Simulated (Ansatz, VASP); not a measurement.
One calculation of HfO2, two programs

```
Hf O
1.0
    -0.01279    2.55750    2.55750
     2.55750   -0.01279    2.55750
     2.54471    2.54471    0.00000
Hf O
1 2
Cartesian
  0.0000 0.0000 0.0000
  1.2724 1.2724 1.2788
  3.8171 3.8171 3.8363
```

Change from the starting cell: strain -0.0100 x Voigt [0, 0, 0, 0, 0, 1], atoms carried along.

Alike in both runs: task single point; functional PBE; k mesh 8 × 8 × 8; occupations gaussian, width 0.05 eV; no spin polarisation.

|  | VASP | Ansatz |
| --- | --- | --- |
| version | VASP 6.6.1 | Ansatz 0.2.0 |
| potentials or method | VASP PAW PBE potentials, release 64 (Hf_pv, O), cutoff 520 eV | scalar-relativistic, plane waves, PAW |
| valence electrons in the cell | 22 | 38 |

Ansatz gave:

| Quantity | Value |
| --- | --- |
| gap on the k mesh at the Fermi level (eV) | 3.72 |
| least direct gap on the mesh (eV) | 3.72 |
| pressure (GPa) | -2.4 |
| traceless stress, the component that is largest in VASP (GPa) | 0.83 |
| rms of the force components (eV/Å) | 0.029 |

Task: Estimate VASP's values.

Result: gap on the k mesh at the Fermi level (eV): 3.73; least direct gap on the mesh (eV): 3.73; pressure (GPa): -6.0; traceless stress, the component that is largest in VASP (GPa): 0.78; rms of the force components (eV/Å): 0.026.

Atom by atom the forces differ by 0.003 eV/Å (rms over components). VASP's potentials hold 22 valence electrons a cell and Ansatz's 38, so a difference there can come from the potentials and not from the codes.

Spin-orbit coupling is off throughout.
